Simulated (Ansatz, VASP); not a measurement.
## One calculation of AlN, two programs

Contents of INCAR:

```
SYSTEM = AlN
PREC = Accurate ; ENCUT = 520
EDIFF = 1E-6 ; ISMEAR = -1
SIGMA = 0.02 ; LREAL = .False.
LASPH = .True. ; NELM = 100
ALGO = Normal ; ISIF = 2
LWAVE = .False. ; LCHARG = .False.
GGA = PE ; NBANDS = 16
```

File KPOINTS:

```
Automatic mesh
0
Gamma
  12 12 4
  0 0 0
```

Contents of POSCAR:

```
AlN
1.0
    3.1130000000      0.0000000000      0.0000000000
   -1.5565000000      2.6959400000      0.0000000000
    0.0000000000      0.0000000000      4.9810000000
Al N
2 2
Direct
    0.3333333333      0.6666666667      0.0000000000
    0.6666666667      0.3333333333      0.5000000000
    0.3333333333      0.6666666667      0.3800000000
    0.6666666667      0.3333333333      0.8800000000
```

Input for Ansatz:

```yaml
crystal:
  lattice:
    - [3.113, 0.0, 0.0]
    - [-1.5565, 2.69594, 0.0]
    - [0.0, 0.0, 4.981]
  atoms:
    - { symbol: Al, position: [0.3333333333333333, 0.6666666666666666, 0.0] }
    - { symbol: Al, position: [0.6666666666666666, 0.3333333333333333, 0.5] }
    - { symbol: "N", position: [0.3333333333333333, 0.6666666666666666, 0.38] }
    - { symbol: "N", position: [0.6666666666666666, 0.3333333333333333, 0.88] }
basis:
  ecutwfc: 450.0
kpoints:
  mp_grid:
    grid: [12, 12, 4]
hamiltonian:
  xc: pbe
scf:
  max_iter: 90
  occupations:
    method: fermi_dirac
    width: 0.02
output:
  stress: true
```

Alike in both runs: task single point; functional PBE; k mesh 12 × 12 × 4; occupations fermi-dirac, width 0.02 eV; no spin polarisation.

|  | VASP | Ansatz |
| --- | --- | --- |
| version | VASP 6.6.1 | Ansatz 0.2.0 |
| potentials or method | VASP PAW PBE potentials, release 64 (Al, N), cutoff 520 eV | plane waves, PAW |
| valence electrons in the cell | 16 | 16 |

|  | VASP | Ansatz | Ansatz less VASP |
| --- | --- | --- | --- |
| pressure (GPa) | 3.5 | 3.7 | +0.26 |
| traceless stress, the component that is largest in VASP (GPa) | 1.10 | 1.06 | -0.039 |
